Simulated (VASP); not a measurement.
ZnO, 8 atoms in the cell. The structure is hexagonal, space group P6_3mc (No. 186). Conventional cell: a = 3.272 Å, b = 3.272 Å, c = 10.630 Å, α = 90.00°, β = 90.00°, γ = 120.00°. Within 2.6 Å of Zn (site symmetry 3m) lie 4 O at 2.00 Å. Zn (site symmetry 3m) has 4 O at 2.00 to 2.01 Å within 2.6 Å. O (site symmetry 3m) has 4 Zn at 2.00 Å within 2.6 Å. Within 2.6 Å of O (site symmetry 3m) lie 4 Zn at 2.00 to 2.01 Å. 

* Program: VASP 6.6.1
* Task: single point
* Functional: PBE
* Potentials or basis: VASP PAW PBE potentials, release 64 (Zn, O)
* Cutoff: 520 eV
* k mesh: 12 × 12 × 4
* Occupations: gaussian, width 0.02 eV
* Spin: no spin polarisation
* Dipole correction: no
* Further INCAR settings: ALGO = Normal; EDIFF = 1e-07; NBANDS = 46

Potentials or basis: VASP PAW PBE potentials, release 64 (Zn, O).

Run with:

```sh
$ cat potpaw_PBE.64/Zn/POTCAR potpaw_PBE.64/O/POTCAR > POTCAR
$ mpirun -np 1 vasp_std > vasp.out
```

Hardware: 1 thread of Intel(R) Xeon(R) Platinum 8259CL CPU @ 2.50GHz (Skylake/Cascade Lake) (shared host).

Question: How long does it take, and how much memory?

Answer: Wall time 4.8 min on 1 thread of Intel(R) Xeon(R) Platinum 8259CL CPU @ 2.50GHz (Skylake/Cascade Lake), on a shared host, peak memory 0.32 GiB. Counts: scf iterations 19, k points 57.
